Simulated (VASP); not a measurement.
LaS, 2 atoms in the cell. The structure is cubic, space group Fm-3m (No. 225). Conventional cell: a = 5.299 Å, b = 5.299 Å, c = 5.299 Å, α = 90.00°, β = 90.00°, γ = 90.00°. La (site symmetry m-3m) has 6 S at 2.65 Å within 3.5 Å. Within 3.5 Å of S (site symmetry m-3m) lie 6 La at 2.65 Å. 

- Program: VASP 6.6.1
- Task: single point
- Functional: PBEsol
- Potentials or basis: VASP PAW PBE potentials, release 64 (La, S)
- Cutoff: 500 eV
- k mesh: 7 × 7 × 7
- Occupations: fermi-dirac, width 0.05 eV
- Spin: no spin polarisation
- Dipole correction: no
- Further INCAR settings: ALGO = Normal; EDIFF = 1e-06; NBANDS = 16

Potentials or basis: VASP PAW PBE potentials, release 64 (La, S).

Command:

```bash
$ cat potpaw_PBE.64/La/POTCAR potpaw_PBE.64/S/POTCAR > POTCAR
$ mpirun -np 1 vasp_std > vasp.out
```

Hardware: 1 thread of Intel(R) Xeon(R) 6975P-C (Granite Rapids) (shared host).

**Question.** How long does it take, and how much memory?

**Answer.** It took 13 s on 1 thread of Intel(R) Xeon(R) 6975P-C (Granite Rapids), with other jobs on the host, peak memory 0.17 GiB. Counts: scf iterations 15, k points 20.
